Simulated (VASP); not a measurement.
Here is a VASP 6.6.1 calculation.

The input INCAR:

```
PREC = Accurate
ENCUT = 520
EDIFF = 1E-7
ISMEAR = 0
SIGMA = 0.02
LREAL = F
LASPH = T
NELM = 100
ALGO = Normal
ISIF = 2
LWAVE = F
LCHARG = T
GGA = PE
LELF = T
LVHAR = T
NBANDS = 36
```

The input KPOINTS:

```
regular mesh
0
Gamma
  4 4 4
```

Contents of POSCAR:

```
LiCl
1.0
   -3.7489058348      3.7489058348      4.9064479682
    3.7489058348     -3.7489058348      4.9064479682
    3.7489058348      3.7489058348     -4.9064479682
Li Cl
5 5
Direct
    0.1742358371      0.4318291450      0.0000000000
    0.5681708550      0.5681708550      0.7424066922
    0.0000000000      0.0000000000      0.0000000000
    0.8257641629      0.8257641629      0.2575933078
    0.4318291450      0.1742358371      0.0000000000
    0.3318913001      0.3318913001      0.3105797654
    0.9786884653      0.6681086999      0.0000000000
    0.6681086999      0.9786884653      0.0000000000
    0.0213115347      0.0213115347      0.6894202346
    0.5000000000      0.5000000000      0.0000000000
```

Potentials or basis: VASP PAW PBE potentials, release 64 (Li_sv, Cl).

Command:

```sh
$ cat potpaw_PBE.64/Li_sv/POTCAR potpaw_PBE.64/Cl/POTCAR > POTCAR
$ mpirun -np 1 vasp_std > vasp.out
```

Task: Estimate the largest force.

Result: 0.009 eV/Å.

Task: What does it give for the band gap on the k mesh?

Result: 5.61 eV (least direct gap 5.62 eV).

Forces in eV/Å, atoms in the order of the input:
```
Li  -0.005  0.005 -0.006
Li   0.005  0.005  0.006
Li   0.000  0.000  0.000
Li  -0.005 -0.005  0.006
Li   0.005 -0.005 -0.006
Cl  -0.005 -0.005  0.000
Cl   0.005 -0.005  0.000
Cl  -0.005  0.005  0.000
Cl   0.005  0.005  0.000
Cl   0.000  0.000  0.000
```

 A k mesh can miss the band edges.
